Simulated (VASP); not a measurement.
# SbBr (P4/mmm) in VASP: a series of runs, part 3 of 3

VASP 6.6.1. Earlier steps stand in the parts before.

**4. Relaxation of cell and atoms, PBE**

This run uses another cell than the first one, of 26.88 Å³/atom, 0.893 times its volume.

File INCAR:

```
SYSTEM = SbBr
  PREC = Accurate
  ENCUT = 600
  EDIFF = 1E-6
  ISMEAR = 0
  SIGMA = 0.1
  LREAL = .FALSE.
  LASPH = .TRUE.
  NELM = 80
  ALGO = Normal
  ISIF = 3
  LWAVE = .FALSE.
  LCHARG = .FALSE.
  GGA = PE
  IBRION = 2
  NSW = 100
  EDIFFG = -0.01
```

File KPOINTS:

```
Automatic mesh
0
G
  16 16 12
  0 0 0
```

File POSCAR:

```
SbBr
1.0
    3.3515497963      0.0000000000      0.0000000000
    0.0000000000      3.3515497963      0.0000000000
    0.0000000000      0.0000000000      4.7868350921
Sb Br
1 1
Direct
    0.5000000000      0.5000000000      0.5000000000
    0.0000000000      0.0000000000      0.0000000000
```

Potentials or basis: VASP PAW PBE potentials, release 64 (Sb, Br).

On the command line:

```sh
> cat potpaw_PBE.64/Sb/POTCAR potpaw_PBE.64/Br/POTCAR > POTCAR
> mpirun -np 1 vasp_std > vasp.out
```

OUTCAR:

```text
SYSTEM = SbBr
   PREC = Accurate
   ENCUT = 600
   EDIFF = 1E-6
   ISMEAR = 0
   LREAL = .FALSE.
   LASPH = .TRUE.
   NELM = 80
   ISIF = 3
   GGA = PE
   IBRION = 2
   NSW = 100
   EDIFFG = -0.01

 ion  position               nearest neighbor table
   1  0.500  0.500  0.500-
   2  0.000  0.000  0.000-

  LATTYP: Found a simple tetragonal cell.
 ALAT       =     3.3515497963
 C/A-ratio  =     1.4282452546

  Lattice vectors:

 A1 = (   3.3515497963,   0.0000000000,   0.0000000000)
 A2 = (   0.0000000000,   3.3515497963,   0.0000000000)
 A3 = (   0.0000000000,   0.0000000000,   4.7868350921)

Analysis of symmetry for initial positions (statically):
=====================================================================
 Subroutine PRICEL returns:
 Original cell was already a primitive cell.

 Routine SETGRP: Setting up the symmetry group for a
 simple tetragonal supercell.

 Subroutine GETGRP returns: Found 16 space group operations
 (whereof 16 operations were pure point group operations)
 out of a pool of 16 trial point group operations.

The static configuration has the point symmetry D_4h.

Analysis of symmetry for dynamics (positions and initial velocities):
=====================================================================
 Subroutine PRICEL returns:
 Original cell was already a primitive cell.

 Routine SETGRP: Setting up the symmetry group for a
 simple tetragonal supercell.

 Subroutine GETGRP returns: Found 16 space group operations
 (whereof 16 operations were pure point group operations)
 out of a pool of 16 trial point group operations.

The dynamic configuration has the point symmetry D_4h.

 Subroutine INISYM returns: Found 16 space group operations
 (whereof 16 operations are pure point group operations),
 and found     1 'primitive' translations

----------------------------------------------------------------------------------------

                                     Primitive cell

  volume of cell :      53.7700

  direct lattice vectors                    reciprocal lattice vectors
     3.351549796  0.000000000  0.000000000     0.298369429  0.000000000  0.000000000
     0.000000000  3.351549796  0.000000000     0.000000000  0.298369429  0.000000000
     0.000000000  0.000000000  4.786835092     0.000000000  0.000000000  0.208906298

  length of vectors
     3.351549796  3.351549796  4.786835092     0.298369429  0.298369429  0.208906298

  position of ions in fractional coordinates (direct lattice)
     0.500000000  0.500000000  0.500000000
     0.000000000  0.000000000  0.000000000

  ion indices of the primitive-cell ions
   primitive index   ion index
                 1           1
                 2           2

----------------------------------------------------------------------------------------

[... 107 lines left out ...]
   NGX = 13   NGY = 13   NGZ = 19

--------------------------------------- Ionic step        1  -------------------------------------------

 number of electron      12.0000000 magnetization

 Free energy of the ion-electron system (eV)
  ---------------------------------------------------
  ext. energy  EPLUGINS =         0.00000000
  ---------------------------------------------------
  free energy    TOTEN  =        -5.39892752 eV

  energy without entropy =       -5.39178508  energy(sigma->0) =       -5.39535630

------------------------ aborting loop because EDIFF is reached ----------------------------------------

  FORCE on cell =-STRESS in cart. coord.  units (eV):
  Direction    XX          YY          ZZ          XY          YZ          ZX
  --------------------------------------------------------------------------------------
  -------------------------------------------------------------------------------------
  Total       -0.0412998     -0.0412998     -0.0408051      0.0000000      0.0000000      0.0000000
  in kB       -1.2306064     -1.2306064     -1.2158647      0.0000000      0.0000000      0.0000000
  external PRESSURE =      -1.2256925 kB  Pullay stress =       0.0000000 kB

 VOLUME and BASIS-vectors are now :
 -----------------------------------------------------------------------------
  energy-cutoff  :      600.00
  volume of cell :       53.77
      direct lattice vectors                 reciprocal lattice vectors
     3.351549796  0.000000000  0.000000000     0.298369429  0.000000000  0.000000000
     0.000000000  3.351549796  0.000000000     0.000000000  0.298369429  0.000000000
     0.000000000  0.000000000  4.786835092     0.000000000  0.000000000  0.208906298

 POSITION                                       TOTAL-FORCE (eV/Angst)
 -----------------------------------------------------------------------------------
      1.67577      1.67577      2.39342         0.000000      0.000000      0.000000
      0.00000      0.00000      0.00000         0.000000      0.000000      0.000000
 -----------------------------------------------------------------------------------
    total drift:                               -0.000000      0.000000     -0.000000

  FREE ENERGIE OF THE ION-ELECTRON SYSTEM (eV)
  ---------------------------------------------------
  free  energy   TOTEN  =        -5.3989275172 eV

  energy  without entropy=       -5.3917850795  energy(sigma->0) =       -5.39535630

--------------------------------------- Ionic step        2  -------------------------------------------

 number of electron      12.0000000 magnetization

 Free energy of the ion-electron system (eV)
  ---------------------------------------------------
  ext. energy  EPLUGINS =         0.00000000
  ---------------------------------------------------
  free energy    TOTEN  =        -5.39898680 eV

  energy without entropy =       -5.39187334  energy(sigma->0) =       -5.39543007

 E-fermi :   5.6033     XC(G=0):  -9.7508

 val. band max:        5.6002250985   @ k =   0.4375   0.1250   0.4167
 cond. band min:       5.6125090020   @ k =   0.3125   0.0000   0.4167
 fundamental gap:      0.0122839035
 Fermi energy:         5.6033107190

 k-point     1 :       0.0000    0.0000    0.0000
  band No.  band energies     occupation
      1     -10.1152      2.00000
      2      -4.1979      2.00000
      3       0.4678      2.00000
      4       3.9580      2.00000
      5       3.9580      2.00000
      6       8.0200      0.00000
      7       9.2391      0.00000
      8       9.2391      0.00000
      9      10.1287      0.00000
     10      11.3119      0.00000
[... 287 lines left out ...]
 k-point    24 :       0.5000    0.1250    0.0000
  band No.  band energies     occupation
      1      -9.2736      2.00000
      2      -3.5425      2.00000
      3       2.0165      2.00000
      4       2.1902      2.00000
      5       2.4106      2.00000
      6       4.3630      2.00000
      7       5.0955      2.00000
      8       8.1619      0.00000
      9      13.5072      0.00000
     10      14.4581      0.00000

 [... further k-points ...]

------------------------ aborting loop because EDIFF is reached ----------------------------------------

  FORCE on cell =-STRESS in cart. coord.  units (eV):
  Direction    XX          YY          ZZ          XY          YZ          ZX
  --------------------------------------------------------------------------------------
  -------------------------------------------------------------------------------------
  Total        0.0070456      0.0070456     -0.0012869      0.0000000      0.0000000      0.0000000
  in kB        0.2105622      0.2105622     -0.0384593      0.0000000      0.0000000      0.0000000
  external PRESSURE =       0.1275550 kB  Pullay stress =       0.0000000 kB

 VOLUME and BASIS-vectors are now :
 -----------------------------------------------------------------------------
  energy-cutoff  :      600.00
  volume of cell :       53.61
      direct lattice vectors                 reciprocal lattice vectors
     3.348210959  0.000000000  0.000000000     0.298666963  0.000000000 -0.000000000
     0.000000000  3.348210959  0.000000000     0.000000000  0.298666963  0.000000000
     0.000000000  0.000000000  4.782123538    -0.000000000  0.000000000  0.209112122

 POSITION                                       TOTAL-FORCE (eV/Angst)
 -----------------------------------------------------------------------------------
      1.67411      1.67411      2.39106        -0.000000      0.000000      0.000000
      0.00000      0.00000      0.00000         0.000000      0.000000      0.000000
 -----------------------------------------------------------------------------------
    total drift:                               -0.000000      0.000000     -0.000000

  FREE ENERGIE OF THE ION-ELECTRON SYSTEM (eV)
  ---------------------------------------------------
  free  energy   TOTEN  =        -5.3989868007 eV

  energy  without entropy=       -5.3918733377  energy(sigma->0) =       -5.39543007

 reached required accuracy - stopping structural energy minimisation
```

CONTCAR:

```text
SbBr
   1.00000000000000
     3.3482109587794087    0.0000000000000000    0.0000000000000000
     0.0000000000000000    3.3482109587794087    0.0000000000000000
     0.0000000000000000    0.0000000000000000    4.7821235383317600
  Sb              Br
     1     1
Direct
     0.5000000000000000    0.5000000000000000    0.5000000000000000
     0.0000000000000000    0.0000000000000000    0.0000000000000000

  0.00000000E+00  0.00000000E+00  0.00000000E+00
  0.00000000E+00  0.00000000E+00  0.00000000E+00
```

Run time: 1.7 min. Hardware: 1 thread of Intel Xeon Platinum 8559C (Emerald Rapids), shared host; peak memory 0.39 GiB.

What came out:

* Free energy: -5.3990 eV
* Relaxed volume: 26.81 Å³/atom
* Relaxed cell: a = 3.348 Å, b = 3.348 Å, c = 4.782 Å, α = 90.00°, β = 90.00°, γ = 90.00°
* Space group after relaxing (to 0.05 Å): P4/mmm (No. 123)
* Energy gained by relaxing: 0.0 meV/atom
* Ionic steps: 2
* Pressure after relaxing: 0.0 GPa
* Band gap on the k mesh: zero (band 6 reaches 8.02 eV, above the bottom of band 7 at 3.04 eV)

Final structure:
```cif
data_structure
_symmetry_space_group_name_H-M 'P 1'
_symmetry_Int_Tables_number 1
_cell_length_a 3.3482
_cell_length_b 3.3482
_cell_length_c 4.7821
_cell_angle_alpha 90.000
_cell_angle_beta 90.000
_cell_angle_gamma 90.000
_cell_volume 53.61
loop_
_atom_site_label
_atom_site_type_symbol
_atom_site_fract_x
_atom_site_fract_y
_atom_site_fract_z
_atom_site_occupancy
Sb1 Sb 0.50000 0.50000 0.50000 1
Br1 Br 0.00000 0.00000 0.00000 1
```

Levels at points of the mesh, in eV from the Fermi level:
```tsv
k point	band 4	band 5	band 6	band 7	band 8	band 9
(0.00, 0.00, 0.00)	-1.65	-1.65	2.42	3.64	3.64	4.53
(0.50, 0.00, 0.00)	-3.34	-3.29	-0.91	-0.70	3.95	7.75
(0.50, 0.50, 0.00)	-4.98	-2.53	-0.66	-0.66	1.14	3.88
(0.00, 0.00, 0.50)	-1.36	-1.36	-1.09	2.67	2.67	6.99
(0.50, 0.00, 0.50)	-5.65	-0.87	0.35	2.20	4.21	6.23
(0.50, 0.50, 0.50)	-4.15	-3.14	-2.56	-2.56	-0.48	6.73
```

Caveat: spin-orbit coupling is left out, which moves the levels of the heavy elements.

**5. The runs side by side**

| task | cell | k mesh | cutoff (eV) | gap on the mesh (eV) | pressure (GPa) |
| --- | --- | --- | --- | --- | --- |
| single point | a = 3.581, b = 3.581, c = 4.694 Å, 2 atoms | 6 × 6 × 4 | 520 | none | -4.1 |
| single point | a = 3.352, b = 3.352, c = 4.787 Å, 2 atoms | 16 × 16 × 12 | 520 | none | -0.1 |
| relaxation of cell and atoms | relaxed from a = 3.352, b = 3.352, c = 4.787 Å, 2 atoms | 16 × 16 × 12 | 600 | none | 0.0 |

Alike in all rows: level PBE; potentials or basis VASP PAW PBE potentials, release 64 (Sb, Br); no spin polarisation; smearing gaussian 0.1 eV.

Caveats: spin-orbit coupling is left out, which moves the levels of the heavy elements.

Total energies depend on the potentials used, so only differences within one code and one set of settings carry meaning.
